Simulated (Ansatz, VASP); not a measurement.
## One calculation of Ta4N, two programs

```
CELL_PARAMETERS angstrom
5.25771 0.00000 0.00000
-2.62886 4.55331 0.00000
0.00000 0.00000 3.87553
ATOMIC_POSITIONS crystal
Ta 0.50000 0.00000 0.00000
Ta 0.00000 0.50000 0.00000
Ta 0.50000 0.50000 0.00000
Ta 0.00000 0.00000 0.50000
N 0.00000 0.00000 0.00000
```

Alike in both runs: functional PBE; k mesh 12 × 12 × 10; occupations gaussian, width 0.1 eV; no spin polarisation.

Ansatz relaxed the structure, and its values are those at the end. VASP's run is a single point on that final structure, the one shown.

|  | VASP | Ansatz |
| --- | --- | --- |
| version | VASP 6.6.1 | Ansatz 0.2.0 |
| potentials or method | VASP PAW PBE potentials, release 64 (Ta_pv, N), cutoff 520 eV | scalar-relativistic, plane waves, PAW |
| valence electrons in the cell | 49 | 57 |

Ansatz gave:

| Item | Value |
| --- | --- |
| gap on the k mesh at the Fermi level (eV) | none |
| pressure (GPa) | 0.0 |

Task: Estimate VASP's values.

Result: gap on the k mesh at the Fermi level (eV): none; pressure (GPa): 0.3.

A gap of «none» marks a metal or a gap that the smearing closes. VASP's potentials hold 49 valence electrons a cell and Ansatz's 57, so a difference there can come from the potentials and not from the codes.

Spin-orbit coupling is off throughout.
